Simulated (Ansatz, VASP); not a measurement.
**Be2CdO3 in VASP and in Ansatz**

```
Be Cd O
1.0
     4.55345   -2.59725    0.00000
     4.55345    2.59725    0.00000
     0.00000    0.00000    4.72954
Be Cd O
4 2 6
Direct
  0.47471 0.16565 0.99646
  0.16565 0.47471 0.49646
  0.52529 0.83435 0.49646
  0.83435 0.52529 0.99646
  0.18916 0.81084 0.01325
  0.81084 0.18916 0.51325
  0.15919 0.41940 0.14732
  0.58060 0.84081 0.14732
  0.74676 0.25324 0.03948
  0.41940 0.15919 0.64732
  0.84081 0.58060 0.64732
  0.25324 0.74676 0.53948
```

Alike in both runs: functional PBE; k mesh 3 × 3 × 3; occupations gaussian, width 0.15 eV; no spin polarisation.

Ansatz relaxed the structure, and its values are those at the end. VASP's run is a single point on that final structure, the one shown.

|  | VASP | Ansatz |
| --- | --- | --- |
| version | VASP 6.6.1 | Ansatz 0.2.0 |
| potentials or method | VASP PAW PBE potentials, release 64 (Be, Cd, O), cutoff 520 eV | scalar-relativistic, plane waves, PAW |
| valence electrons in the cell | 68 | 84 |

|  | VASP | Ansatz | Ansatz less VASP |
| --- | --- | --- | --- |
| gap on the k mesh at the Fermi level (eV) | 2.17 | 2.18 | +0.004 |
| least direct gap on the mesh (eV) | 2.44 | 2.44 | +0.001 |
| pressure (GPa) | 0.5 | -0.5 | -0.94 |
| rms of the force components (eV/Å) | 0.031 | 0.008 | -0.0230 |

VASP's potentials hold 68 valence electrons a cell and Ansatz's 84, so a difference there can come from the potentials and not from the codes.

The k mesh is coarse, so the values compare programs but aren't converged.
